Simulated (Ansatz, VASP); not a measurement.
## InAs in VASP and in Ansatz

```xyz
2
Lattice="0.0000 3.0189 3.0189 3.0189 0.0000 3.0189 3.0189 3.0189 0.0000" Properties=species:S:1:pos:R:3 pbc="T T T"
In    0.0000    0.0000    0.0000
As    1.5094    1.5094    1.5094
```

Alike in both runs: task single point; functional LDA; k mesh 12 × 12 × 12; occupations gaussian, width 0.02 eV; no spin polarisation.

```csv
,VASP,Ansatz
version,VASP 6.6.1,Ansatz 0.2.0
potentials or method,"VASP PAW LDA potentials, release 64 (In_d, As), cutoff 500 eV","scalar-relativistic, plane waves, PAW"
valence electrons in the cell,18,28
```

|  | VASP | Ansatz | Ansatz less VASP |
| --- | --- | --- | --- |
| gap on the k mesh at the Fermi level (eV) | none | none | - |
| pressure (GPa) | -0.2 | -0.4 | -0.15 |

LDA's correlation is that of Perdew and Zunger in VASP and of Perdew and Wang (1992) in Ansatz. A gap of «none» marks a metal or a gap that the smearing closes. VASP's potentials hold 18 valence electrons a cell and Ansatz's 28, so a difference there can come from the potentials and not from the codes.
